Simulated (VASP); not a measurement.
Runs of VASP 6.6.1 on MnS. Symmetry: Fm-3m, No. 225, cubic system. Conventional cell: a = 5.209 Å, b = 5.209 Å, c = 5.209 Å, α = 90.00°, β = 90.00°, γ = 90.00°. Within 3.4 Å of Mn (site symmetry m-3m) lie 6 S at 2.60 Å. S (site symmetry m-3m) has 6 Mn at 2.60 Å within 3.4 Å. 

| task | level | potentials or basis | U | cell | smearing | gap on the mesh (eV) | pressure (GPa) | moment (μB) | relaxed volume (Å³/atom) |
| --- | --- | --- | --- | --- | --- | --- | --- | --- | --- |
| relaxation of cell and atoms | LDA+U | VASP PAW LDA potentials, release 64 (Mn_sv, S) | Mn d U = 4.0 eV | relaxed | fermi-dirac 0.05 eV | none | 0.0 | (a) | 16.95 |
| single point | PBEsol+D4+U | VASP PAW PBE potentials, release 64 (Mn_sv, S) | Mn d U = 2.0 eV | as given | tetrahedron | none | -3.8 | 4.99 | - |
| relaxation of cell and atoms | LDA+U | VASP PAW LDA potentials, release 64 (Mn_sv, S) | Mn d U = 3.0 eV | relaxed | fermi-dirac 0.05 eV | none | 0.0 | (b) | 16.51 |
| single point | PBE+U | VASP PAW PBE potentials, release 64 (Mn_sv, S) | Mn d U = 6.2 eV | as given | fermi-dirac 0.15 eV | (c) | 5.1 | 5.00 | - |

Alike in all rows: spin collinear, ferromagnetic start; k mesh 9 × 9 × 9; cutoff (eV) 680.

Task: Fill in the values left out.

Result: (a) 4.98; (b) 4.87; (c) 1.17.

Caveats: a cell with one magnetic atom can't hold antiferromagnetic order, which such compounds often take; the cell stands under tension (at least some runs); the PAW data sets were made with another functional, which shifts forces and pressure a little (at least some runs); tetrahedron occupations give inexact forces and stress in metals (at least some runs); the cell stands under pressure (at least some runs); an odd mesh through Γ misses points on the zone boundary, where band edges can lie (at least some runs).

A gap of «none» marks levels without a gap at the run's occupations.
